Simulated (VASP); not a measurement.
A run of VASP 6.6.1 is set up as follows.

Contents of INCAR:

```
SYSTEM = CdS
PREC = Accurate
ENCUT = 520
EDIFF = 1E-6
ISMEAR = -1
SIGMA = 0.1
LREAL = .False.
LASPH = .True.
NELM = 80
ALGO = Normal
ISIF = 2
LWAVE = .False.
LCHARG = .True.
GGA = PS
LELF = .True.
LVHAR = .True.
NBANDS = 16
```

The input KPOINTS:

```
regular mesh
0
Gamma
  16 16 16
  0 0 0
```

POSCAR

```
CdS
1.0
    0.0000000000      2.6787463476      2.6787463476
    2.6787463476      0.0000000000      2.6787463476
    2.6787463476      2.6787463476      0.0000000000
Cd S
1 1
Direct
    0.0000000000      0.0000000000      0.0000000000
    0.5000000000      0.5000000000      0.5000000000
```

Potentials or basis: VASP PAW PBE potentials, release 64 (Cd, S).

Launch:

```console
$ cat potpaw_PBE.64/Cd/POTCAR potpaw_PBE.64/S/POTCAR > POTCAR
$ mpirun -np 1 vasp_std > vasp.out
```

Q: Estimate the pressure.

A: 2.6 GPa.

Caveat: the PAW data sets were made with another functional, which shifts forces and pressure a little.
